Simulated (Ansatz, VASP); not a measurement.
**WS2: VASP beside Ansatz**

```xyz
6
Lattice="3.1461 0.0000 0.0000 -1.5730 2.7246 0.0000 0.0000 0.0000 13.4669" Properties=species:S:1:pos:R:3 pbc="T T T"
W     0.0000    1.8164    3.3667
W     1.5730    0.9082   10.1002
S     0.0000    1.8164    8.5323
S     1.5730    0.9082    1.7988
S     0.0000    1.8164   11.6681
S     1.5730    0.9082    4.9346
```

Change from the starting cell: strain along c alone, the other axes held, atoms relaxed: +6.0 %.

Alike in both runs: functional PBEsol; k mesh 12 × 12 × 2; occupations gaussian, width 0.02 eV; no spin polarisation.

Ansatz relaxed the structure, and its values are those at the end. VASP's run is a single point on that final structure, the one shown.

|  | VASP | Ansatz |
| --- | --- | --- |
| version | VASP 6.6.1 | Ansatz 0.2.0 |
| potentials or method | VASP PAW PBE potentials, release 64 (W_sv, S), cutoff 520 eV | scalar-relativistic, plane waves, PAW |
| valence electrons in the cell | 52 | 52 |

Ansatz gave:

* gap on the k mesh at the Fermi level (eV): 1.39
* least direct gap on the mesh (eV): 1.90
* pressure (GPa): -0.2
* rms of the force components (eV/Å): 0.001

What did VASP give for the same quantities?

gap on the k mesh at the Fermi level (eV): 1.40; least direct gap on the mesh (eV): 1.90; pressure (GPa): -0.1; rms of the force components (eV/Å): 0.011.

VASP's potentials were made for PBE, not for PBEsol. The functional is the same, so the differences come from potentials, cutoffs and numerics. Ansatz's warnings: stress scf threshold loose.

Neither program's run includes spin-orbit coupling.
